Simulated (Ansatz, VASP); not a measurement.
# MgS in VASP and in Ansatz

```xyz
2
Lattice="0.0000 2.9121 2.7101 2.9121 0.0000 2.7101 2.9121 2.9121 0.0000" Properties=species:S:1:pos:R:3 pbc="T T T"
Mg    0.0000    0.0000    0.0000
S     1.4561    1.4561    1.3551
```

Change from the starting cell: epitaxial_xy strain +2.9%.

Alike in both runs: task single point; functional PBE; k mesh 8 × 8 × 8; occupations fermi-dirac, width 0.02 eV; no spin polarisation.

```csv
,VASP,Ansatz
version,VASP 6.6.1,Ansatz 0.2.0
potentials or method,"VASP PAW PBE potentials, release 64 (Mg, S)","plane waves, PAW"
plane-wave cutoff (eV),520,420
valence electrons in the cell,8,16
```

|  | VASP | Ansatz | Ansatz less VASP |
| --- | --- | --- | --- |
| gap on the k mesh at the Fermi level (eV) | 3.26 | 3.27 | +0.008 |
| pressure (GPa) | 0.0 | 0.2 | +0.15 |
| traceless stress, the component that is largest in VASP (GPa) | 0.82 | 0.80 | -0.013 |

VASP's potentials hold 8 valence electrons a cell and Ansatz's 16, so a difference there can come from the potentials and not from the codes.
